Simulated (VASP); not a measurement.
Set up this calculation in VASP 6.6.1, as the native input.

```
Task                   : single point
Functional             : r2SCAN
Potentials or basis    : VASP PAW PBE potentials, release 64 (Ba_sv, F)
Cutoff                 : 660 eV
k mesh                 : 6 × 6 × 6
Occupations            : gaussian, width 0.01 eV
Spin                   : no spin polarisation
Dipole correction      : no
Further INCAR settings : ALGO = Normal; EDIFF = 1e-06; NBANDS = 19
```

BaF2 (Frankdicksonite):

```
Ba F
1.0
     0.00000    3.09716    3.09716
     3.09716    0.00000    3.09716
     3.09716    3.09716    0.00000
Ba F
1 2
Direct
  0.00000 0.00000 0.00000
  0.25000 0.25000 0.25000
  0.75000 0.75000 0.75000
```

One way to write it, as run:

POSCAR

```
BaF2
1.0
    0.0000000000      3.0971612425      3.0971612425
    3.0971612425      0.0000000000      3.0971612425
    3.0971612425      3.0971612425      0.0000000000
Ba F
1 2
Direct
    0.0000000000      0.0000000000      0.0000000000
    0.2500000000      0.2500000000      0.2500000000
    0.7500000000      0.7500000000      0.7500000000
```

INCAR.step1

```
PREC = Accurate ; ENCUT = 660
ISMEAR = 0 ; SIGMA = 0.01
LREAL = False ; LASPH = True
NELM = 120 ; NBANDS = 19
GGA = PE ; ALGO = Normal
EDIFF = 1E-5 ; LWAVE = True
LCHARG = False ; GGA_COMPAT = False
```

INCAR.step2

```
PREC = Accurate ; ENCUT = 660
EDIFF = 1E-6 ; ISMEAR = 0
SIGMA = 0.01 ; LREAL = False
LASPH = True ; NELM = 120
ALGO = Normal ; ISIF = 2
LWAVE = False ; LCHARG = False
METAGGA = R2SCAN ; LMIXTAU = True
NBANDS = 19 ; ISTART = 1
GGA_COMPAT = False
```

KPOINTS

```
regular mesh
0
Gamma
  6 6 6
```

Potentials or basis: VASP PAW PBE potentials, release 64 (Ba_sv, F).

Command:

```bash
$ cat potpaw_PBE.64/Ba_sv/POTCAR potpaw_PBE.64/F/POTCAR > POTCAR
$ cp INCAR.step1 INCAR
$ mpirun -np 1 vasp_std > vasp.out
$ cp INCAR.step2 INCAR
$ mpirun -np 1 vasp_std > vasp.out
```

It gave:

```
Pressure               : 0.9 GPa
Band gap on the k mesh : 7.36 eV, indirect (least direct gap 7.43 eV)
```

Caveat: the PAW data sets were made with another functional, which shifts forces and pressure a little; spin-orbit coupling is left out, which moves the levels of the heavy elements.

Wall time 110 s on 1 thread of Intel(R) Xeon(R) Platinum 8375C CPU @ 2.90GHz (Ice Lake) (shared host), peak memory 0.27 GiB.
